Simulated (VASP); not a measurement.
# Ti (Im-3m) in VASP: notebook, part 2 of 3

VASP 6.6.1.

## Step 4: Electric field gradients, PBEsol (volume scaled by 1.01)

INCAR

```
ALGO = Normal
EDIFF = 1E-8
ENCUT = 520
GGA = PS
ISIF = 2
ISMEAR = -1
LASPH = T
LCHARG = F
LEFG = T
LREAL = F
LWAVE = F
NBANDS = 12
NELM = 100
PREC = Accurate
SIGMA = 0.08
```

KPOINTS

```
k-points
0
Gamma
  17 17 17
```

POSCAR

```
Ti
1.0
   -1.6464518673      1.6464518673      1.6464518673
    1.6464518673     -1.6464518673      1.6464518673
    1.6464518673      1.6464518673     -1.6464518673
Ti
1
Direct
    0.0000000000      0.0000000000      0.0000000000
```

Potentials or basis: VASP PAW PBE potentials, release 64 (Ti_sv).

The run is started by

```sh
$ cat potpaw_PBE.64/Ti_sv/POTCAR > POTCAR
$ mpirun -np 1 vasp_std > vasp.out
```

OUTCAR:

```text
EDIFF = 1E-8
   ENCUT = 520
   GGA = PS
   ISIF = 2
   ISMEAR = -1
   LASPH = T
   LREAL = F
   NELM = 100
   PREC = Accurate

 ion  position               nearest neighbor table
   1  0.000  0.000  0.000-

  LATTYP: Found a body centered cubic cell.
 ALAT       =     3.2929037346

  Lattice vectors:

 A1 = (  -1.6464518673,   1.6464518673,   1.6464518673)
 A2 = (   1.6464518673,  -1.6464518673,   1.6464518673)
 A3 = (   1.6464518673,   1.6464518673,  -1.6464518673)

Analysis of symmetry for initial positions (statically):
=====================================================================
 Subroutine PRICEL returns:
 Original cell was already a primitive cell.

 Routine SETGRP: Setting up the symmetry group for a
 body centered cubic supercell.

 Subroutine GETGRP returns: Found 48 space group operations
 (whereof 48 operations were pure point group operations)
 out of a pool of 48 trial point group operations.

The static configuration has the point symmetry O_h .

Analysis of symmetry for dynamics (positions and initial velocities):
=====================================================================
 Subroutine PRICEL returns:
 Original cell was already a primitive cell.

 Routine SETGRP: Setting up the symmetry group for a
 body centered cubic supercell.

 Subroutine GETGRP returns: Found 48 space group operations
 (whereof 48 operations were pure point group operations)
 out of a pool of 48 trial point group operations.

The dynamic configuration has the point symmetry O_h .

 Subroutine INISYM returns: Found 48 space group operations
 (whereof 48 operations are pure point group operations),
 and found     1 'primitive' translations

----------------------------------------------------------------------------------------

                                     Primitive cell

  volume of cell :      17.8528

  direct lattice vectors                    reciprocal lattice vectors
    -1.646451867  1.646451867  1.646451867     0.000000000  0.303683339  0.303683339
     1.646451867 -1.646451867  1.646451867     0.303683339  0.000000000  0.303683339
     1.646451867  1.646451867 -1.646451867     0.303683339  0.303683339  0.000000000

  length of vectors
     2.851738286  2.851738286  2.851738286     0.429473096  0.429473096  0.429473096

  position of ions in fractional coordinates (direct lattice)
     0.000000000  0.000000000  0.000000000

  ion indices of the primitive-cell ions
   primitive index   ion index
                 1           1

----------------------------------------------------------------------------------------

 KPOINTS: k-points

Automatic generation of k-mesh.
 Grid dimensions read from file:
 generate k-points for:   17   17   17

 Generating k-lattice:

  Cartesian coordinates                     Fractional coordinates (reciprocal lattice)
[... 65 lines left out ...]
   NFREE  =      0    steps in history (QN), initial steepest desc. (CG)
   ISIF   =      2    stress and relaxation
   ISYM   =      2    0-nonsym 1-usesym 2-fastsym
   POTIM  = 0.5000    time-step for ionic-motion
   TEBEG  =    0.0;   TEEND  =   0.0 temperature during run
   PSTRESS=    0.0 pullay stress
   NELECT =      12.0000    total number of electrons
   NUPDOWN=      -1.0000    fix difference up-down
   EMIN   =  10.00;   EMAX   =-10.00  energy-range for DOS
   EFERMI =   0.00;   METHOD = LEGACY
   ISMEAR =    -1;   SIGMA  =   0.08  broadening in eV -4-tet -1-fermi 0-gaus
   EFERMI_NEDOS =   21; number of points for ismear=-14 and -15
   IALGO  =     38    algorithm
   IMIX   =      4    mixing-type and parameters
     AMIX     =   0.40;   BMIX     =  1.00
     AMIX_MAG =   1.60;   BMIX_MAG =  1.00
  volume/ion in A,a.u.               =      17.85       120.48
  Fermi-wavevector in a.u.,A,eV,Ry     =   1.434056  2.709974 27.980620  2.056518
  Thomas-Fermi vector in A             =   2.553507
   LORBIT       =      0    0 simple, 1 ext, 2 COOP (PROOUT), +10 PAW based schemes
   GGA     = PS    functional components
   LHFCALC =     F    Hartree Fock is set to
   AEXX    =    0.0000 exact exchange contribution
   IVDW    =     0    specifies the selected vdW correction
   LEPSILON=     F    determine dielectric tensor
   LRPA    =     F    only Hartree local field effects (RPA)
 non-spin polarized calculation
  energy-cutoff  :      520.00
  volume of cell :       17.85
 maximum number of plane-waves:       491
 NGX is ok and might be reduce to    24
   NGX = 11   NGY = 11   NGZ = 11

 number of electron      12.0000002 magnetization

 Free energy of the ion-electron system (eV)
  ---------------------------------------------------
  ext. energy  EPLUGINS =         0.00000000
  ---------------------------------------------------
  free energy    TOTEN  =        -8.22610835 eV

  energy without entropy =       -8.17502439  energy(sigma->0) =       -8.20056637

 E-fermi :   7.6760     XC(G=0): -11.5012

 val. band max:        7.6732818890   @ k =  -0.4706   0.4706   0.1176
 cond. band min:       7.6792337207   @ k =   0.2353   0.1176   0.0000
 fundamental gap:      0.0059518317
 Fermi energy:         7.6759922980

 k-point     1 :       0.0000    0.0000    0.0000
  band No.  band energies     occupation
      1     -48.6755      2.00000
      2     -24.6568      2.00000
      3     -24.6568      2.00000
      4     -24.6568      2.00000
      5       1.7840      2.00000
      6       8.6351      0.00001
      7       8.6351      0.00001
      8       8.6351      0.00001
      9      10.3477      0.00000
     10      10.3477      0.00000
     11      24.9013      0.00000
     12      24.9013      0.00000
[... 331 lines left out ...]
 k-point    24 :       0.1765    0.1765    0.0000
  band No.  band energies     occupation
      1     -48.5946      2.00000
      2     -25.0538      2.00000
      3     -24.7864      2.00000
      4     -24.6970      2.00000
      5       4.4117      2.00000
      6       7.6614      1.09100
      7       7.8376      0.23419
      8       9.9140      0.00000
      9      10.6105      0.00000
     10      10.7887      0.00000
     11      20.8600      0.00000
     12      21.1079      0.00000

 [... further k-points ...]
[... 5 lines left out ...]
  --------------------------------------------------------------------------------------
  -------------------------------------------------------------------------------------
  Total       -0.8408425     -0.8408425     -0.8408425     -0.0000000     -0.0000000      0.0000000
  in kB      -75.4602303    -75.4602303    -75.4602303     -0.0000000     -0.0000000      0.0000000
  external PRESSURE =     -75.4602303 kB  Pullay stress =       0.0000000 kB

 VOLUME and BASIS-vectors are now :
 -----------------------------------------------------------------------------
  energy-cutoff  :      520.00
  volume of cell :       17.85
      direct lattice vectors                 reciprocal lattice vectors
    -1.646451867  1.646451867  1.646451867     0.000000000  0.303683339  0.303683339
     1.646451867 -1.646451867  1.646451867     0.303683339  0.000000000  0.303683339
     1.646451867  1.646451867 -1.646451867     0.303683339  0.303683339  0.000000000

 POSITION                                       TOTAL-FORCE (eV/Angst)
 -----------------------------------------------------------------------------------
      0.00000      0.00000      0.00000         0.000000      0.000000      0.000000
 -----------------------------------------------------------------------------------
    total drift:                                0.000000      0.000000      0.000000

  FREE ENERGIE OF THE ION-ELECTRON SYSTEM (eV)
  ---------------------------------------------------
  free  energy   TOTEN  =        -8.2261083489 eV

  energy  without entropy=       -8.1750243913  energy(sigma->0) =       -8.20056637

 Electric field gradients (V/A^2)
---------------------------------------------------------------------
 ion       V_xx      V_yy      V_zz      V_xy      V_xz      V_yz
---------------------------------------------------------------------
   1      -0.000     0.000    -0.000     0.001     0.001     0.001
---------------------------------------------------------------------

 Electric field gradients after diagonalization (V/A^2)
 (convention: |V_zz| > |V_xx| > |V_yy|)
----------------------------------------------------------------------
 ion       V_xx      V_yy      V_zz     asymmetry (V_yy - V_xx)/ V_zz
----------------------------------------------------------------------
   1      -0.001    -0.001     0.001       0.000
----------------------------------------------------------------------

           NMR quadrupolar parameters

 Cq : quadrupolar parameter    Cq=e*Q*V_zz/h
 eta: asymmetry parameters     (V_yy - V_xx)/ V_zz
 Q  : nuclear electric quadrupole moment in mb (millibarn)
----------------------------------------------------------------------
 ion       Cq(MHz)       eta       Q (mb)
----------------------------------------------------------------------
   1       0.000       0.000       1.000
----------------------------------------------------------------------
```

OSZICAR:

```text
N       E                     dE             d eps       ncg     rms          rms(c)
DAV:   1     0.879934598545E+02    0.87993E+02   -0.64897E+03  3972   0.118E+03
DAV:   2    -0.502732669965E+01   -0.93021E+02   -0.90484E+02  4012   0.297E+02
DAV:   3    -0.935358084675E+01   -0.43263E+01   -0.42684E+01  5424   0.652E+01
DAV:   4    -0.945829162740E+01   -0.10471E+00   -0.10456E+00  4464   0.892E+00
DAV:   5    -0.946047228167E+01   -0.21807E-02   -0.21806E-02  4660   0.118E+00    0.846E+00
DAV:   6    -0.822398128204E+01    0.12365E+01   -0.29902E+00  4280   0.240E+01    0.198E+00
DAV:   7    -0.821849376466E+01    0.54875E-02   -0.74281E-02  4696   0.272E+00    0.123E+00
DAV:   8    -0.822569474115E+01   -0.72010E-02   -0.35007E-02  4160   0.224E+00    0.106E-01
DAV:   9    -0.822607332839E+01   -0.37859E-03   -0.20763E-03  4836   0.462E-01    0.715E-02
DAV:  10    -0.822612028913E+01   -0.46961E-04   -0.28655E-04  4240   0.182E-01    0.170E-02
DAV:  11    -0.822610830056E+01    0.11989E-04   -0.32938E-05  4396   0.864E-02    0.955E-03
DAV:  12    -0.822610827450E+01    0.26060E-07   -0.22848E-06  4992   0.168E-02    0.656E-04
DAV:  13    -0.822610851649E+01   -0.24199E-06   -0.18120E-07  4668   0.417E-03    0.248E-03
DAV:  14    -0.822610835482E+01    0.16167E-06   -0.11691E-07  4148   0.447E-03    0.116E-04
DAV:  15    -0.822610834891E+01    0.59065E-08   -0.15682E-09  2616   0.468E-04
   1 F= -.82261083E+01 E0= -.82005664E+01  d E =-.510840E-01
```

stdout:

```text
POSCAR found type information on POSCAR Ti
 POSCAR found :  1 types and       1 ions
 scaLAPACK will be used
 -----------------------------------------------------------------------------
|                                                                             |
|                                                                             |
|     You enforced a specific xc type in the INCAR file but a different       |
|     I HOPE YOU KNOW WHAT YOU ARE DOING!                                     |
|                                                                             |
 -----------------------------------------------------------------------------

 LDA part: xc-table for (Slater+PW92), standard interpolation
 POSCAR, INCAR and KPOINTS ok, starting setup
 FFT: planning ... GRIDC
 FFT: planning ... GRID_SOFT
 FFT: planning ... GRID
 WAVECAR not read
 entering main loop
ion   1
```

Wall time 41 s (1 thread of AMD EPYC 7R43 (Zen 3), shared host); peak memory 0.12 GiB.

What came out:

```
Free energy            : -8.2261 eV
Pressure               : -7.5 GPa
Band gap on the k mesh : zero (band 6 reaches 8.64 eV, above the bottom of band 7 at 7.05 eV)
```

Caveat: without QUAD_EFG the Cq values of the log hold for a quadrupole moment of 1 mb, not for the nuclei; the PAW data sets were made with another functional, which shifts forces and pressure a little.

(Part 2 of 3 ends here.)
